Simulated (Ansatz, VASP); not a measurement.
## TaF3 in VASP and in Ansatz

```xyz
4
Lattice="4.0182 0.0000 0.0000 0.0000 4.0182 0.0000 0.0000 0.0000 3.9012" Properties=species:S:1:pos:R:3 pbc="T T T"
Ta    0.0000    0.0000    0.0000
F     2.0091    0.0000    0.0000
F     0.0000    2.0091    0.0000
F     0.0000    0.0000    1.9506
```

Change from the starting cell: strain +0.030 along x and y, +0.000 along z, atoms carried along.

Alike in both runs: task single point; functional PBEsol; k mesh 12 × 12 × 12; occupations gaussian, width 0.15 eV; no spin polarisation.

```csv
,VASP,Ansatz
version,VASP 6.6.1,Ansatz 0.2.0
potentials or method,"VASP PAW PBE potentials, release 64 (Ta_pv, F), cutoff 520 eV","scalar-relativistic, plane waves, PAW"
valence electrons in the cell,32,34
```

Ansatz gave:

```
gap on the k mesh at the Fermi level (eV)                     : none
pressure (GPa)                                                : 10.1
traceless stress, the component that is largest in VASP (GPa) : 7.13
```

Question: Estimate VASP's values.

Answer: gap on the k mesh at the Fermi level (eV): none; pressure (GPa): 10.4; traceless stress, the component that is largest in VASP (GPa): 7.26.

VASP's potentials were made for PBE, not for PBEsol. A gap of «none» marks a metal or a gap that the smearing closes. VASP's potentials hold 32 valence electrons a cell and Ansatz's 34, so a difference there can come from the potentials and not from the codes.

Spin-orbit coupling is off throughout.
